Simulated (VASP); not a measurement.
A run of VASP 6.6.1 is set up as follows.

The input INCAR:

```
PREC     = Accurate       # precision mode
ENCUT    = 520            # plane-wave cutoff, eV
EDIFF    = 1E-7           # SCF threshold, eV
ISMEAR   = 0              # smearing method
SIGMA    = 0.1            # smearing width, eV
LREAL    = False          # projectors in reciprocal space
LASPH    = True           # aspherical terms in the spheres
NELM     = 100            # most SCF steps
ALGO     = Normal         # electronic algorithm
ISIF     = 2              # what is computed and relaxed
LWAVE    = False          # write WAVECAR
LCHARG   = True           # write CHGCAR
GGA      = PE             # functional
LELF     = True           # ELF
LVHAR    = True         
NBANDS   = 16             # bands
```

File KPOINTS:

```
regular mesh
0
Gamma
  6 6 4
```

The input POSCAR:

```
InSb
1.0
    3.0766560000      0.0000000000      0.0000000000
    0.0000000000      3.0766560000      0.0000000000
    0.0000000000      0.0000000000      6.2154700000
In Sb
1 1
Direct
    0.0000000000      0.0000000000      0.0000000000
    0.0000000000      0.0000000000      0.5000000000
```

Potentials or basis: VASP PAW PBE potentials, release 64 (In_d, Sb).

The run is started by

```sh
$ cat potpaw_PBE.64/In_d/POTCAR potpaw_PBE.64/Sb/POTCAR > POTCAR
$ mpirun -np 1 vasp_std > vasp.out
```

**Question.** Estimate the pressure.

**Answer.** 0.8 GPa.

**Question.** What does it give for the band gap on the k mesh?

**Answer.** Zero (band 9 reaches 10.94 eV, above the bottom of band 10 at 5.03 eV).

Stress tensor (GPa, compression positive):
```
0.68 0.00 0.00
0.00 0.68 0.00
0.00 0.00 1.13
```

Caveat: spin-orbit coupling is left out, which moves the levels of the heavy elements.
